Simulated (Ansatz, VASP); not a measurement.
# Si: VASP beside Ansatz

INCAR

```
SYSTEM = Si
PREC     = Accurate       ! precision mode
ENCUT    = 520            ! plane-wave cutoff, eV
EDIFF    = 1E-7           ! SCF threshold, eV
ISMEAR   = 0              ! smearing method
SIGMA    = 0.15           ! smearing width, eV
LREAL    = .FALSE.        ! projectors in reciprocal space
LASPH    = .TRUE.         ! aspherical terms in the spheres
NELM     = 60             ! most SCF steps
ALGO     = Fast           ! electronic algorithm
ISIF     = 2              ! what is computed and relaxed
LWAVE    = .FALSE.        ! write WAVECAR
LCHARG   = .FALSE.        ! write CHGCAR
GGA      = PE             ! functional
NBANDS   = 26             ! bands
```

Contents of KPOINTS:

```
Automatic mesh
0
G
  10 10 10
  0 0 0
```

POSCAR

```
Si
1.0
   -3.5266755178      3.5266755178      3.1260451790
    3.5266755178     -3.5266755178      3.1260451790
    3.5266755178      3.5266755178     -3.1260451790
Si
8
Direct
    0.2028545115      0.2028545115      0.2028545115
    0.5000000000      0.0000000000      0.2971454885
    0.2971454885      0.5000000000      0.0000000000
    0.0000000000      0.2971454885      0.5000000000
    0.7971454885      0.7971454885      0.7971454885
    0.5000000000      0.0000000000      0.7028545115
    0.7028545115      0.5000000000      0.0000000000
    0.0000000000      0.7028545115      0.5000000000
```

Input for Ansatz:

```yaml
crystal:
  lattice:
    - [-3.5266755178, 3.5266755178, 3.126045179]
    - [3.5266755178, -3.5266755178, 3.126045179]
    - [3.5266755178, 3.5266755178, -3.126045179]
  atoms:
    - { symbol: Si, position: [0.2028545115, 0.2028545115, 0.2028545115] }
    - { symbol: Si, position: [0.5, 0.0, 0.2971454885] }
    - { symbol: Si, position: [0.2971454885, 0.5, 0.0] }
    - { symbol: Si, position: [0.0, 0.2971454885, 0.5] }
    - { symbol: Si, position: [0.7971454885, 0.7971454885, 0.7971454885] }
    - { symbol: Si, position: [0.5, 0.0, 0.7028545115] }
    - { symbol: Si, position: [0.7028545115, 0.5, 0.0] }
    - { symbol: Si, position: [0.0, 0.7028545115, 0.5] }
basis:
  ecutwfc: 420
kpoints:
  mp_grid: { grid: [10, 10, 10] }
hamiltonian:
  xc: pbe
  pseudopotentials: { kind: paw, azcp: { folder: soft_1 } }
scf:
  occupations: { method: gaussian, width: 0.15 }
output:
  forces: true
  stress: true
  eigenvalues: true
  write_density: true
  write_potential: true
  elf: true
  volumetric_format: npy
```

Alike in both runs: task single point; functional PBE; k mesh 10 × 10 × 10; occupations gaussian, width 0.15 eV; no spin polarisation.

```csv
,VASP,Ansatz
version,VASP 6.6.1,Ansatz 0.2.0
potentials or method,"VASP PAW PBE potentials, release 64 (Si), cutoff 520 eV","scalar-relativistic, plane waves, PAW"
valence electrons in the cell,32,32
```

```csv
,VASP,Ansatz,Ansatz less VASP
gap on the k mesh at the Fermi level (eV),none,none,-
pressure (GPa),-4.0,-4.0,+0.05
"traceless stress, the component that is largest in VASP (GPa)",9.10,9.09,-0.007
rms of the force components (eV/Å),0.333,0.333,+0.0005
```

Atom by atom the forces differ by 0.001 eV/Å (rms over components). A gap of «none» marks a metal or a gap that the smearing closes. With one functional, cell and mesh, what is left measures potentials, basis and numerics.
